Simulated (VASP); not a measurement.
Set up this calculation in VASP 6.6.1, as the native input.

```
Task                   : single point
Functional             : RPBE
Potentials or basis    : VASP PAW PBE potentials, release 64 (Si)
Cutoff                 : 500 eV
k mesh                 : 13 × 13 × 11
Occupations            : fermi-dirac, width 0.05 eV
Spin                   : no spin polarisation
Dipole correction      : no
Further INCAR settings : ALGO = Normal; EDIFF = 1e-06; NBANDS = 8
```

The structure of Si lies in POSCAR:

```
Si
1.0
   -1.6123318985      1.6968931848      1.1959618082
    1.7861243915     -1.6979353024      1.4280369363
    1.5915589465      1.6776375840     -1.1968388589
Si
1
Direct
    0.0000000000      0.0000000000      0.0000000000
```

The input as run:

INCAR

```
PREC = Accurate
ENCUT = 500
EDIFF = 1E-6
ISMEAR = -1
SIGMA = 0.05
LREAL = F
LASPH = T
NELM = 120
ALGO = Normal
ISIF = 2
LWAVE = F
LCHARG = F
GGA = RP
NBANDS = 8
GGA_COMPAT = F
```

KPOINTS

```
regular mesh
0
Gamma
  13 13 11
```

Potentials or basis: VASP PAW PBE potentials, release 64 (Si).

Launch:

```console
$ cat potpaw_PBE.64/Si/POTCAR > POTCAR
$ mpirun -np 1 vasp_std > vasp.out
```

Results of the run:

The pressure is -0.4 GPa and the band gap on the k mesh is zero (bands 2 and 3 overlap by 12.00 eV).

Caveat: the PAW data sets were made with another functional, which shifts forces and pressure a little.

It took 110 s on 1 thread of Intel Xeon 8259CL, on a shared host, peak memory 0.2 GiB.
